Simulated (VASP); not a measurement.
# Ta (Im-3m) in VASP: notebook

Ta is run at these levels: PBEsol; tasks: single point.

Everything below comes from runs of VASP 6.6.1. Logs are shortened: lines on timing, memory, paths and dates and some standing lists are left out, and cuts for length are marked.

## (1) The cell of the first run

The structure is cubic, space group Im-3m (No. 229). Conventional cell: a = 3.280 Å, b = 3.280 Å, c = 3.280 Å, α = 90.00°, β = 90.00°, γ = 90.00°. Ta (site symmetry m-3m) has 14 Ta at 2.84 to 3.28 Å within 3.7 Å.

## (2) Single point, PBEsol

INCAR reads:

```
ALGO     = Normal         # electronic algorithm
EDIFF    = 1E-7           # SCF threshold, eV
ENCUT    = 520            # plane-wave cutoff, eV
GGA      = PS             # functional
ISIF     = 2              # what is computed and relaxed
ISMEAR   = 0              # smearing method
LASPH    = T              # aspherical terms in the spheres
LCHARG   = T              # write CHGCAR
LELF     = T              # ELF
LREAL    = F              # projectors in reciprocal space
LVHAR    = T            
LWAVE    = F              # write WAVECAR
NBANDS   = 12             # bands
NELM     = 100            # most SCF steps
PREC     = Accurate       # precision mode
SIGMA    = 0.1            # smearing width, eV
```

KPOINTS reads:

```
k-points
0
Gamma
  18 18 18
```

POSCAR reads:

```
Ta
1.0
   -1.6402286350      1.6402286350      1.6402286350
    1.6402286350     -1.6402286350      1.6402286350
    1.6402286350      1.6402286350     -1.6402286350
Ta
1
Direct
    0.0000000000      0.0000000000      0.0000000000
```

Potentials or basis: VASP PAW PBE potentials, release 64 (Ta_pv).

Command:

```
cat potpaw_PBE.64/Ta_pv/POTCAR > POTCAR
mpirun -np 1 vasp_std > vasp.out
```

OUTCAR:

```text
EDIFF = 1E-7
   ENCUT = 520
   GGA = PS
   ISIF = 2
   ISMEAR = 0
   LASPH = T
   LREAL = F
   NELM = 100
   PREC = Accurate

 ion  position               nearest neighbor table
   1  0.000  0.000  0.000-

  LATTYP: Found a body centered cubic cell.
 ALAT       =     3.2804572700

  Lattice vectors:

 A1 = (  -1.6402286350,   1.6402286350,   1.6402286350)
 A2 = (   1.6402286350,  -1.6402286350,   1.6402286350)
 A3 = (   1.6402286350,   1.6402286350,  -1.6402286350)

Analysis of symmetry for initial positions (statically):
=====================================================================
 Subroutine PRICEL returns:
 Original cell was already a primitive cell.

 Routine SETGRP: Setting up the symmetry group for a
 body centered cubic supercell.

 Subroutine GETGRP returns: Found 48 space group operations
 (whereof 48 operations were pure point group operations)
 out of a pool of 48 trial point group operations.

The static configuration has the point symmetry O_h .

Analysis of symmetry for dynamics (positions and initial velocities):
=====================================================================
 Subroutine PRICEL returns:
 Original cell was already a primitive cell.

 Routine SETGRP: Setting up the symmetry group for a
 body centered cubic supercell.

 Subroutine GETGRP returns: Found 48 space group operations
 (whereof 48 operations were pure point group operations)
 out of a pool of 48 trial point group operations.

The dynamic configuration has the point symmetry O_h .

 Subroutine INISYM returns: Found 48 space group operations
 (whereof 48 operations are pure point group operations),
 and found     1 'primitive' translations

----------------------------------------------------------------------------------------

                                     Primitive cell

  volume of cell :      17.6512

  direct lattice vectors                    reciprocal lattice vectors
    -1.640228635  1.640228635  1.640228635     0.000000000  0.304835551  0.304835551
     1.640228635 -1.640228635  1.640228635     0.304835551  0.000000000  0.304835551
     1.640228635  1.640228635 -1.640228635     0.304835551  0.304835551  0.000000000

  length of vectors
     2.840959332  2.840959332  2.840959332     0.431102571  0.431102571  0.431102571

  position of ions in fractional coordinates (direct lattice)
     0.000000000  0.000000000  0.000000000

  ion indices of the primitive-cell ions
   primitive index   ion index
                 1           1

----------------------------------------------------------------------------------------

 KPOINTS: k-points

Automatic generation of k-mesh.
 Grid dimensions read from file:
 generate k-points for:   18   18   18

 Generating k-lattice:

  Cartesian coordinates                     Fractional coordinates (reciprocal lattice)
     0.000000000  0.016935308  0.016935308     0.055555556  0.000000000  0.000000000
     0.016935308  0.000000000  0.016935308     0.000000000  0.055555556  0.000000000
     0.016935308  0.016935308  0.000000000     0.000000000  0.000000000  0.055555556

  Length of vectors
     0.023950143  0.023950143  0.023950143

  Shift w.r.t. Gamma in fractional coordinates (k-lattice)
     0.000000000  0.000000000  0.000000000

 Subroutine IBZKPT returns following result:
 ===========================================

 Found    195 irreducible k-points:

 Following reciprocal coordinates:
            Coordinates               Weight
  0.000000  0.000000  0.000000      1.000000
  0.055556  0.000000  0.000000     12.000000
  0.111111  0.000000  0.000000     12.000000
  0.166667  0.000000  0.000000     12.000000
  0.222222  0.000000  0.000000     12.000000
  0.277778  0.000000  0.000000     12.000000
[... 16 lines left out ...]
  0.333333  0.111111  0.000000     48.000000
  0.388889  0.111111  0.000000     48.000000
 [... further k-points ...]
   k-points           NKPTS =    195   k-points in BZ     NKDIM =    195   number of bands    NBANDS=     12
   number of dos      NEDOS =    301   number of ions     NIONS =      1
   total plane-waves  NPLWV =  13824
   dimension x,y,z NGX =    24 NGY =   24 NGZ =   24
   dimension x,y,z NGXF=    48 NGYF=   48 NGZF=   48
   ions per type =               1
   NGX,Y,Z   is equivalent  to a cutoff of  14.04, 14.04, 14.04 a.u.
   NGXF,Y,Z  is equivalent  to a cutoff of  28.09, 28.09, 28.09 a.u.
 SYSTEM =  unknown system
   PREC   = accura    normal or accurate (medium, high low for compatibility)
   ISTART =      0    job   : 0-new  1-cont  2-samecut
   ICHARG =      2    charge: 1-file 2-atom 10-const
   ISPIN  =      1    spin polarized calculation?
   LNONCOLLINEAR =      F non collinear calculations
   LSORBIT =      F    spin-orbit coupling
   LASPH  =      T    aspherical Exc in radial PAW
   ENCUT  =  520.0 eV  38.22 Ry    6.18 a.u.   5.28  5.28  5.28*2*pi/ulx,y,z
   NELM   =    100;   NELMIN=  2; NELMDL= -5     # of ELM steps
   EDIFF  = 0.1E-06   stopping-criterion for ELM
   LREAL  =      F    real-space projection
   EDIFFG = 0.1E-05   stopping-criterion for IOM
   NSW    =      0    number of steps for IOM
   IBRION =     -1    ionic relax: 0-MD 1-quasi-New 2-CG
   NFREE  =      0    steps in history (QN), initial steepest desc. (CG)
   ISIF   =      2    stress and relaxation
   ISYM   =      2    0-nonsym 1-usesym 2-fastsym
   POTIM  = 0.5000    time-step for ionic-motion
   TEBEG  =    0.0;   TEEND  =   0.0 temperature during run
   PSTRESS=    0.0 pullay stress
   NELECT =      11.0000    total number of electrons
   NUPDOWN=      -1.0000    fix difference up-down
   EMIN   =  10.00;   EMAX   =-10.00  energy-range for DOS
   EFERMI =   0.00;   METHOD = LEGACY
   ISMEAR =     0;   SIGMA  =   0.10  broadening in eV -4-tet -1-fermi 0-gaus
   EFERMI_NEDOS =   21; number of points for ismear=-14 and -15
   IALGO  =     38    algorithm
   IMIX   =      4    mixing-type and parameters
     AMIX     =   0.40;   BMIX     =  1.00
     AMIX_MAG =   1.60;   BMIX_MAG =  1.00
  volume/ion in A,a.u.               =      17.65       119.12
  Fermi-wavevector in a.u.,A,eV,Ry     =   1.398346  2.642491 26.604448  1.955372
  Thomas-Fermi vector in A             =   2.521513
   LORBIT       =      0    0 simple, 1 ext, 2 COOP (PROOUT), +10 PAW based schemes
   GGA     = PS    functional components
   LHFCALC =     F    Hartree Fock is set to
   AEXX    =    0.0000 exact exchange contribution
   IVDW    =     0    specifies the selected vdW correction
   LEPSILON=     F    determine dielectric tensor
   LRPA    =     F    only Hartree local field effects (RPA)
 non-spin polarized calculation
 Gauss-broadening in eV      SIGMA  =   0.10
  energy-cutoff  :      520.00
  volume of cell :       17.65
 maximum number of plane-waves:       490
 NGX is ok and might be reduce to    24
   NGX = 11   NGY = 11   NGZ = 11

 number of electron      11.0000002 magnetization

 Free energy of the ion-electron system (eV)
  ---------------------------------------------------
  ext. energy  EPLUGINS =         0.00000000
  ---------------------------------------------------
  free energy    TOTEN  =       -12.55538101 eV

  energy without entropy =      -12.54943688  energy(sigma->0) =      -12.55240895

 E-fermi :   5.4932     XC(G=0): -12.8318

 val. band max:        5.4926765502   @ k =  -0.2778   0.3889   0.1111
 cond. band min:       5.4960678236   @ k =  -0.1667   0.2222   0.0556
 fundamental gap:      0.0033912734
 Fermi energy:         5.4932417363

 k-point     1 :       0.0000    0.0000    0.0000
  band No.  band energies     occupation
      1     -27.4572      2.00000
      2     -27.4572      2.00000
      3     -27.4572      2.00000
      4      -2.5223      2.00000
      5       6.2056      0.00000
      6       6.2056      0.00000
      7       6.2056      0.00000
      8       9.5480      0.00000
      9       9.5480      0.00000
     10      20.2205      0.00000
     11      20.6206      0.00000
     12      20.6206      0.00000

 k-point     2 :       0.0556    0.0000    0.0000
  band No.  band energies     occupation
      1     -27.4989      2.00000
      2     -27.4699      2.00000
      3     -27.4574      2.00000
      4      -2.3799      2.00000
      5       6.1124      0.00000
      6       6.1798      0.00000
      7       6.3450      0.00000
      8       9.3932      0.00000
      9       9.5479      0.00000
     10      20.2205      0.00000
     11      20.7510      0.00000
     12      20.8692      0.00000

 k-point     3 :       0.1111    0.0000    0.0000
  band No.  band energies     occupation
      1     -27.6175      2.00000
      2     -27.5063      2.00000
      3     -27.4582      2.00000
      4      -1.9679      2.00000
      5       5.8557      0.00000
      6       6.0701      0.00000
      7       6.7587      0.00000
      8       9.0707      0.00000
      9       9.5555      0.00000
     10      20.2198      0.00000
     11      21.0810      0.00000
     12      21.5899      0.00000
[... 286 lines left out ...]
 k-point    23 :       0.3333    0.1111    0.0000
  band No.  band energies     occupation
      1     -28.5553      2.00000
      2     -27.8558      2.00000
      3     -27.5197      2.00000
      4       1.3600      2.00000
      5       4.1361      2.00000
      6       5.5991      0.13433
      7       9.2359      0.00000
      8      10.4436      0.00000
      9      12.5554      0.00000
     10      18.1937      0.00000
     11      19.4431      0.00000
     12      20.2494      0.00000

 k-point    24 :       0.3889    0.1111    0.0000
  band No.  band energies     occupation
      1     -28.6409      2.00000
      2     -27.8982      2.00000
      3     -27.5213      2.00000
      4       1.4131      2.00000
      5       3.9991      2.00000
      6       6.2131      0.00000
      7       9.3052      0.00000
      8      10.6406      0.00000
      9      13.5910      0.00000
     10      17.2569      0.00000
     11      18.6484      0.00000
     12      20.2387      0.00000

 [... further k-points ...]

------------------------ aborting loop because EDIFF is reached ----------------------------------------

  FORCE on cell =-STRESS in cart. coord.  units (eV):
  Direction    XX          YY          ZZ          XY          YZ          ZX
  --------------------------------------------------------------------------------------
  -------------------------------------------------------------------------------------
  Total        0.0213326      0.0213326      0.0213326      0.0000000      0.0000000     -0.0000000
  in kB        1.9363396      1.9363396      1.9363396      0.0000000      0.0000000     -0.0000000
  external PRESSURE =       1.9363396 kB  Pullay stress =       0.0000000 kB

 VOLUME and BASIS-vectors are now :
 -----------------------------------------------------------------------------
  energy-cutoff  :      520.00
  volume of cell :       17.65
      direct lattice vectors                 reciprocal lattice vectors
    -1.640228635  1.640228635  1.640228635     0.000000000  0.304835551  0.304835551
     1.640228635 -1.640228635  1.640228635     0.304835551  0.000000000  0.304835551
     1.640228635  1.640228635 -1.640228635     0.304835551  0.304835551  0.000000000

 POSITION                                       TOTAL-FORCE (eV/Angst)
 -----------------------------------------------------------------------------------
      0.00000      0.00000      0.00000         0.000000      0.000000      0.000000
 -----------------------------------------------------------------------------------
    total drift:                                0.000000      0.000000     -0.000000

  FREE ENERGIE OF THE ION-ELECTRON SYSTEM (eV)
  ---------------------------------------------------
  free  energy   TOTEN  =       -12.5553810094 eV

  energy  without entropy=      -12.5494368834  energy(sigma->0) =      -12.55240895
```

Run time: 16 s. Hardware: 1 thread of Intel Xeon Platinum 8488C (Sapphire Rapids), shared host; peak memory 0.16 GiB.

Results:

```yaml
Free_energy: -12.5554 eV
Pressure: 0.2 GPa
```

Caveat: the PAW data sets were made with another functional, which shifts forces and pressure a little; spin-orbit coupling is left out, which moves the levels of the heavy elements.

## (3) Single point, PBEsol

INCAR reads:

```
PREC     = Accurate       # precision mode
ENCUT    = 520            # plane-wave cutoff, eV
EDIFF    = 1E-7           # SCF threshold, eV
ISMEAR   = 0              # smearing method
SIGMA    = 0.15           # smearing width, eV
LREAL    = F              # projectors in reciprocal space
LASPH    = T              # aspherical terms in the spheres
NELM     = 80             # most SCF steps
ALGO     = Normal         # electronic algorithm
ISIF     = 2              # what is computed and relaxed
LWAVE    = F              # write WAVECAR
LCHARG   = T              # write CHGCAR
GGA      = PS             # functional
LELF     = T              # ELF
LVHAR    = T            
NBANDS   = 12             # bands
```

KPOINTS reads:

```
Automatic mesh
0
Gamma
  20 20 20
```

POSCAR is that of step 2.

Potentials or basis: VASP PAW PBE potentials, release 64 (Ta_pv).

Command:

```
cat potpaw_PBE.64/Ta_pv/POTCAR > POTCAR
mpirun -np 1 vasp_std > vasp.out
```

Wall time 19 s (1 thread of Intel Xeon Platinum 8488C (Sapphire Rapids), shared host); peak memory 0.18 GiB.

It converged, with:

```yaml
Free_energy: -12.5586 eV
Pressure: 0.5 GPa
```

Levels at points of the mesh, in eV from the Fermi level:
| k point | band 4 | band 5 | band 6 | band 7 | band 8 | band 9 |
| --- | --- | --- | --- | --- | --- | --- |
| (0.00, 0.00, 0.00) | -7.99 | 0.73 | 0.73 | 0.73 | 4.08 | 4.08 |
| (0.50, 0.00, 0.00) | -4.47 | -1.60 | 1.72 | 3.97 | 5.02 | 8.02 |
| (0.50, 0.50, 0.50) | -3.92 | -3.92 | 7.02 | 7.02 | 7.02 | 8.86 |

Caveat: the PAW data sets were made with another functional, which shifts forces and pressure a little; spin-orbit coupling is left out, which moves the levels of the heavy elements.

## (4) Single point, PBEsol

INCAR reads:

```
SYSTEM = Ta
ALGO = Normal
EDIFF = 1E-7
ENCUT = 520
GGA = PS
ISIF = 2
ISMEAR = 0
LASPH = .TRUE.
LCHARG = .FALSE.
LREAL = .FALSE.
LWAVE = .FALSE.
NBANDS = 12
NELM = 60
PREC = Accurate
SIGMA = 0.15
```

KPOINTS reads:

```
k-points
0
G
  22 22 22
  0 0 0
```

POSCAR is that of step 3.

Potentials or basis: VASP PAW PBE potentials, release 64 (Ta_pv).

Command:

```
cat potpaw_PBE.64/Ta_pv/POTCAR > POTCAR
mpirun -np 1 vasp_std > vasp.out
```

OUTCAR:

```text
SYSTEM = Ta
   EDIFF = 1E-7
   ENCUT = 520
   GGA = PS
   ISIF = 2
   ISMEAR = 0
   LASPH = .TRUE.
   LREAL = .FALSE.
   NELM = 60
   PREC = Accurate

 ion  position               nearest neighbor table
   1  0.000  0.000  0.000-

  LATTYP: Found a body centered cubic cell.
 ALAT       =     3.2804572700

  Lattice vectors:

 A1 = (  -1.6402286350,   1.6402286350,   1.6402286350)
 A2 = (   1.6402286350,  -1.6402286350,   1.6402286350)
 A3 = (   1.6402286350,   1.6402286350,  -1.6402286350)

Analysis of symmetry for initial positions (statically):
=====================================================================
 Subroutine PRICEL returns:
 Original cell was already a primitive cell.

 Routine SETGRP: Setting up the symmetry group for a
 body centered cubic supercell.

 Subroutine GETGRP returns: Found 48 space group operations
 (whereof 48 operations were pure point group operations)
 out of a pool of 48 trial point group operations.

The static configuration has the point symmetry O_h .

[... 166 lines left out ...]
 k-point     1 :       0.0000    0.0000    0.0000
  band No.  band energies     occupation
      1     -27.4599      2.00000
      2     -27.4599      2.00000
      3     -27.4599      2.00000
      4      -2.5221      2.00000
      5       6.2041      0.00000
      6       6.2041      0.00000
      7       6.2041      0.00000
      8       9.5469      0.00000
      9       9.5469      0.00000
     10      20.2164      0.00000
     11      20.6211      0.00000
     12      20.6211      0.00000
[... 331 lines left out ...]
 k-point    24 :       0.1364    0.0909    0.0000
  band No.  band energies     occupation
      1     -27.9092      2.00000
      2     -27.5771      2.00000
      3     -27.4948      2.00000
      4      -0.8885      2.00000
      5       5.3578      1.74799
      6       5.4948      0.88361
      7       8.0112      0.00000
      8       8.5868      0.00000
      9       9.8196      0.00000
     10      20.2133      0.00000
     11      21.7962      0.00000
     12      22.6967      0.00000

 [... further k-points ...]

------------------------ aborting loop because EDIFF is reached ----------------------------------------

  FORCE on cell =-STRESS in cart. coord.  units (eV):
  Direction    XX          YY          ZZ          XY          YZ          ZX
  --------------------------------------------------------------------------------------
  -------------------------------------------------------------------------------------
  Total        0.0462468      0.0462468      0.0462468     -0.0000000     -0.0000000      0.0000000
  in kB        4.1977705      4.1977705      4.1977705     -0.0000000     -0.0000000      0.0000000
  external PRESSURE =       4.1977705 kB  Pullay stress =       0.0000000 kB

 VOLUME and BASIS-vectors are now :
 -----------------------------------------------------------------------------
  energy-cutoff  :      520.00
  volume of cell :       17.65
      direct lattice vectors                 reciprocal lattice vectors
    -1.640228635  1.640228635  1.640228635     0.000000000  0.304835551  0.304835551
     1.640228635 -1.640228635  1.640228635     0.304835551  0.000000000  0.304835551
     1.640228635  1.640228635 -1.640228635     0.304835551  0.304835551  0.000000000

 POSITION                                       TOTAL-FORCE (eV/Angst)
 -----------------------------------------------------------------------------------
      0.00000      0.00000      0.00000        -0.000000      0.000000      0.000000
 -----------------------------------------------------------------------------------
    total drift:                               -0.000000      0.000000     -0.000000

  FREE ENERGIE OF THE ION-ELECTRON SYSTEM (eV)
  ---------------------------------------------------
  free  energy   TOTEN  =       -12.5578579809 eV

  energy  without entropy=      -12.5427657855  energy(sigma->0) =      -12.55031188
```

Run time: 25 s. Hardware: 1 thread of Intel Xeon Platinum 8488C (Sapphire Rapids), shared host; peak memory 0.19 GiB.

Results:

```yaml
Free_energy: -12.5579 eV
Pressure: 0.4 GPa
```

Levels at points of the mesh, in eV from the Fermi level:
```tsv
k point	band 4	band 5	band 6	band 7	band 8	band 9
(0.00, 0.00, 0.00)	-8.00	0.72	0.72	0.72	4.07	4.07
(0.50, 0.00, 0.00)	-4.48	-1.61	1.71	3.96	5.01	8.01
(0.50, 0.50, 0.50)	-3.93	-3.93	7.01	7.01	7.01	8.85
```

Caveat: the PAW data sets were made with another functional, which shifts forces and pressure a little; spin-orbit coupling is left out, which moves the levels of the heavy elements.

## (5) The runs side by side

| k mesh | smearing | gap on the mesh (eV) | pressure (GPa) |
| --- | --- | --- | --- |
| 18 × 18 × 18 | gaussian 0.1 eV | none | 0.2 |
| 20 × 20 × 20 | gaussian 0.15 eV | none | 0.5 |
| 22 × 22 × 22 | gaussian 0.15 eV | none | 0.4 |

Alike in all rows: task single point; level PBEsol; potentials or basis VASP PAW PBE potentials, release 64 (Ta_pv); no spin polarisation; cell as given; cutoff (eV) 520.

Every run on the cell as given and a fine mesh finds a metal.

Caveats: the PAW data sets were made with another functional, which shifts forces and pressure a little; spin-orbit coupling is left out, which moves the levels of the heavy elements.

Total energies depend on the potentials used, so only differences within one code and one set of settings carry meaning.
